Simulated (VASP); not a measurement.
Wanted: the native input for a VASP 6.6.1 run.

```yaml
Task: single point
Functional: PBE
Potentials_or_basis: VASP PAW PBE potentials, release 64 (Ag_sv_GW, Cl)
Cutoff: 630 eV
k_mesh: 2 × 2 × 2
Occupations: gaussian, width 0.1 eV
Spin: no spin polarisation
Hubbard_terms: Ag d U = 4.5 eV
Dipole_correction: no
Further_INCAR_settings: ALGO = Normal; EDIFF = 1e-06; NBANDS = 20
```

The structure of AgCl lies in POSCAR:

```
AgCl
1.0
    3.4531848139     -0.0094920797     -0.0117905796
   -0.0094920797      3.4105420314     -0.0047933018
   -0.0117905796     -0.0047933018      3.3996091865
Ag Cl
1 1
Direct
    0.0000000000      0.0000000000      0.0000000000
    0.5000000000      0.5000000000      0.5000000000
```

These files were run (other wordings do the same):

INCAR

```
  PREC = Accurate
  ENCUT = 630
  EDIFF = 1E-6
  ISMEAR = 0
  SIGMA = 0.1
  LREAL = False
  LASPH = True
  NELM = 200
  ALGO = Normal
  ISIF = 2
  LWAVE = False
  LCHARG = True
  LMAXMIX = 4
  LDAU = True
  LDAUTYPE = 2
  LDAUL = 2 -1
  LDAUU = 4.5 0
  LDAUJ = 0 0
  LDAUPRINT = 1
  GGA = PE
  LELF = True
  LVHAR = True
  NBANDS = 20
  GGA_COMPAT = False
```

KPOINTS

```
regular mesh
0
Gamma
  2 2 2
```

Potentials or basis: VASP PAW PBE potentials, release 64 (Ag_sv_GW, Cl).

Run with:

```bash
$ cat potpaw_PBE.64/Ag_sv_GW/POTCAR potpaw_PBE.64/Cl/POTCAR > POTCAR
$ mpirun -np 1 vasp_std > vasp.out
```

It gave:

```
Pressure               : 8.0 GPa
Band gap on the k mesh : 0.73 eV (least direct gap 1.86 eV)
```

Caveat: the k points lie up to 0.92 Å⁻¹ apart, too coarse for converged energies, forces and pressures; semilocal functionals underestimate gaps, and a narrow one can read as zero.

Run time: 23 s on 1 thread of AMD EPYC 7571 (shared host), peak memory 0.14 GiB.
